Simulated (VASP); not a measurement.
# Ti (P6/mmm) in VASP: further runs, part 2 of 2

VASP 6.6.1.

**5. Single point, RPBE**

This run uses another cell than the first one, of 17.67 Å³/atom.

File INCAR:

```
SYSTEM = Ti
ALGO     = Normal         ! electronic algorithm
EDIFF    = 1E-6           ! SCF threshold, eV
ENCUT    = 520            ! plane-wave cutoff, eV
GGA      = RP             ! functional
ISIF     = 2              ! what is computed and relaxed
ISMEAR   = -1             ! smearing method
LASPH    = .True.         ! aspherical terms in the spheres
LCHARG   = .False.        ! write CHGCAR
LREAL    = .False.        ! projectors in reciprocal space
LWAVE    = .False.        ! write WAVECAR
NBANDS   = 25             ! bands
NELM     = 80             ! most SCF steps
PREC     = Accurate       ! precision mode
SIGMA    = 0.1            ! smearing width, eV
```

File KPOINTS:

```
k-points
0
Gamma
  10 10 15
  0 0 0
```

File POSCAR:

```
Ti
1.0
    4.6287422425      0.0000000000      0.0000000000
   -2.3143711212      4.0086083695      0.0000000000
    0.0000000000      0.0000000000      2.8567573150
Ti
3
Direct
    0.0000000000      0.0000000000      0.0000000000
    0.3333333333      0.6666666667      0.5000000000
    0.6666666667      0.3333333333      0.5000000000
```

Potentials or basis: VASP PAW PBE potentials, release 64 (Ti_sv).

Started as:

```console
> cat potpaw_PBE.64/Ti_sv/POTCAR > POTCAR
> mpirun -np 1 vasp_std > vasp.out
```

OUTCAR:

```text
SYSTEM = Ti
   EDIFF = 1E-6
   ENCUT = 520
   GGA = RP
   ISIF = 2
   ISMEAR = -1
   LASPH = .True.
   LREAL = .False.
   NELM = 80
   PREC = Accurate

 ion  position               nearest neighbor table
   1  0.000  0.000  0.000-
   2  0.333  0.667  0.500-   3 2.67   3 2.67   3 2.67
   3  0.667  0.333  0.500-   2 2.67   2 2.67   2 2.67

  LATTYP: Found a hexagonal cell.
 ALAT       =     4.6287422425
 C/A-ratio  =     0.6171778780

  Lattice vectors:

 A1 = (   4.6287422425,   0.0000000000,   0.0000000000)
 A2 = (  -2.3143711212,   4.0086083695,   0.0000000000)
 A3 = (   0.0000000000,   0.0000000000,   2.8567573150)

Analysis of symmetry for initial positions (statically):
=====================================================================
 Subroutine PRICEL returns:
 Original cell was already a primitive cell.

 Routine SETGRP: Setting up the symmetry group for a
 hexagonal supercell.

 Subroutine GETGRP returns: Found 24 space group operations
 (whereof 24 operations were pure point group operations)
 out of a pool of 24 trial point group operations.
[... 161 lines left out ...]
  free energy    TOTEN  =       -22.36325711 eV

  energy without entropy =      -22.25564271  energy(sigma->0) =      -22.30944991

 E-fermi :   8.1428     XC(G=0): -11.3076

 val. band max:        8.1373404962   @ k =   0.3000   0.2000   0.0000
 cond. band min:       8.1443934031   @ k =   0.3000   0.3000   0.2667
 fundamental gap:      0.0070529069
 Fermi energy:         8.1428492336

 k-point     1 :       0.0000    0.0000    0.0000
  band No.  band energies     occupation
      1     -48.9107      2.00000
      2     -48.6701      2.00000
      3     -48.5266      2.00000
      4     -25.1404      2.00000
      5     -25.1404      2.00000
      6     -25.0343      2.00000
[... 661 lines left out ...]
     24      10.2108      0.00000
     25      10.6465      0.00000

 [... further k-points ...]

------------------------ aborting loop because EDIFF is reached ----------------------------------------

  FORCE on cell =-STRESS in cart. coord.  units (eV):
  Direction    XX          YY          ZZ          XY          YZ          ZX
  --------------------------------------------------------------------------------------
  -------------------------------------------------------------------------------------
  Total       -0.0713683     -0.0713683     -0.0706327     -0.0000000      0.0000000      0.0000000
  in kB       -2.1571787     -2.1571787     -2.1349449     -0.0000000      0.0000000      0.0000000
  external PRESSURE =      -2.1497674 kB  Pullay stress =       0.0000000 kB

 VOLUME and BASIS-vectors are now :
 -----------------------------------------------------------------------------
  energy-cutoff  :      520.00
  volume of cell :       53.01
      direct lattice vectors                 reciprocal lattice vectors
     4.628742243  0.000000000  0.000000000     0.216041410  0.124731566  0.000000000
    -2.314371121  4.008608370  0.000000000     0.000000000  0.249463132  0.000000000
     0.000000000  0.000000000  2.856757315     0.000000000  0.000000000  0.350047235

 POSITION                                       TOTAL-FORCE (eV/Angst)
 -----------------------------------------------------------------------------------
      0.00000      0.00000      0.00000         0.000000      0.000000     -0.000000
     -0.00000      2.67241      1.42838        -0.000000      0.000000      0.000000
      2.31437      1.33620      1.42838         0.000000     -0.000000     -0.000000
 -----------------------------------------------------------------------------------
    total drift:                                0.000000      0.000000     -0.000000

  FREE ENERGIE OF THE ION-ELECTRON SYSTEM (eV)
  ---------------------------------------------------
  free  energy   TOTEN  =       -22.3632571118 eV

  energy  without entropy=      -22.2556427148  energy(sigma->0) =      -22.30944991
```

OSZICAR:

```text
N       E                     dE             d eps       ncg     rms          rms(c)
DAV:   1     0.431479097793E+03    0.43148E+03   -0.18651E+04  5600   0.178E+03
DAV:   2     0.234432321253E+02   -0.40804E+03   -0.40135E+03  5655   0.514E+02
DAV:   3    -0.217583624382E+02   -0.45202E+02   -0.44083E+02 10418   0.147E+02
DAV:   4    -0.253251825072E+02   -0.35668E+01   -0.35477E+01  7813   0.376E+01
DAV:   5    -0.255221501181E+02   -0.19697E+00   -0.19691E+00  8870   0.729E+00    0.142E+01
DAV:   6    -0.223342334567E+02    0.31879E+01   -0.11886E+01  6792   0.324E+01    0.347E+00
DAV:   7    -0.223389970331E+02   -0.47636E-02   -0.12621E+00  9067   0.835E+00    0.252E+00
DAV:   8    -0.223892629223E+02   -0.50266E-01   -0.56489E-01  8186   0.642E+00    0.262E+00
DAV:   9    -0.223762809849E+02    0.12982E-01   -0.29873E-01  7954   0.590E+00    0.864E-01
DAV:  10    -0.223625569045E+02    0.13724E-01   -0.78957E-02  7901   0.257E+00    0.983E-02
DAV:  11    -0.223631909822E+02   -0.63408E-03   -0.73644E-03  8135   0.652E-01    0.132E-01
DAV:  12    -0.223632885184E+02   -0.97536E-04   -0.39382E-04  7905   0.168E-01    0.627E-02
DAV:  13    -0.223632572871E+02    0.31231E-04   -0.20927E-04  7982   0.111E-01    0.101E-02
DAV:  14    -0.223632559497E+02    0.13375E-05   -0.12667E-05  7122   0.375E-02    0.217E-03
DAV:  15    -0.223632570813E+02   -0.11316E-05   -0.43228E-07  3793   0.658E-03    0.141E-03
DAV:  16    -0.223632571118E+02   -0.30508E-07   -0.28960E-07  3321   0.520E-03
   1 F= -.22363257E+02 E0= -.22309450E+02  d E =-.107614E+00
```

stdout:

```text
POSCAR found type information on POSCAR Ti
 POSCAR found :  1 types and       3 ions
 scaLAPACK will be used
 -----------------------------------------------------------------------------
|                                                                             |
|                                                                             |
|     You enforced a specific xc type in the INCAR file but a different       |
|     I HOPE YOU KNOW WHAT YOU ARE DOING!                                     |
|                                                                             |
 -----------------------------------------------------------------------------

 LDA part: xc-table for (Slater+PW92), standard interpolation
 POSCAR, INCAR and KPOINTS ok, starting setup
 FFT: planning ... GRIDC
 FFT: planning ... GRID_SOFT
 FFT: planning ... GRID
 WAVECAR not read
 entering main loop
```

It took 3.9 min on 1 thread of Intel Xeon 8259CL, shared host; peak memory 0.25 GiB.

Results:

```yaml
Free_energy: -22.3633 eV
Pressure: -0.2 GPa
Band_gap_on_the_k_mesh: zero (bands 18 and 19 overlap by 0.25 eV)
```

Levels at points of the mesh, in eV from the Fermi level:
| k point | band 14 | band 15 | band 16 | band 17 | band 18 | band 19 | band 20 | band 21 | band 22 | band 23 |
| --- | --- | --- | --- | --- | --- | --- | --- | --- | --- | --- |
| (0.00, 0.00, 0.00) | -1.83 | -0.68 | -0.68 | -0.60 | -0.60 | -0.02 | 0.69 | 1.28 | 1.28 | 1.80 |
| (0.50, 0.00, 0.00) | -3.57 | -2.52 | -0.35 | -0.33 | -0.31 | 0.10 | 0.54 | 0.99 | 1.06 | 1.90 |

Caveat: the PAW data sets were made with another functional, which shifts forces and pressure a little.

**6. Summary**

| cell | k mesh | gap on the mesh (eV) | pressure (GPa) |
| --- | --- | --- | --- |
| a = 4.690, b = 4.690, c = 2.894 Å, angles 90.0, 90.0, 120.0°, 3 atoms | 9 × 9 × 12 | none | -4.0 |
| a = 4.749, b = 4.749, c = 2.931 Å, angles 90.0, 90.0, 120.0°, 3 atoms | 9 × 9 × 12 | none | -7.1 |
| a = 4.807, b = 4.807, c = 2.967 Å, angles 90.0, 90.0, 120.0°, 3 atoms | 9 × 9 × 12 | none | -9.7 |
| a = 4.629, b = 4.629, c = 2.857 Å, angles 90.0, 90.0, 120.0°, 3 atoms | 10 × 10 × 15 | none | -0.2 |

Alike in all rows: task single point; level RPBE; potentials or basis VASP PAW PBE potentials, release 64 (Ti_sv); no spin polarisation; cutoff (eV) 520; smearing fermi-dirac 0.1 eV.

Caveats: the PAW data sets were made with another functional, which shifts forces and pressure a little; the cell stands under tension (at least some runs).

Total energies depend on the potentials used, so only differences within one code and one set of settings carry meaning.
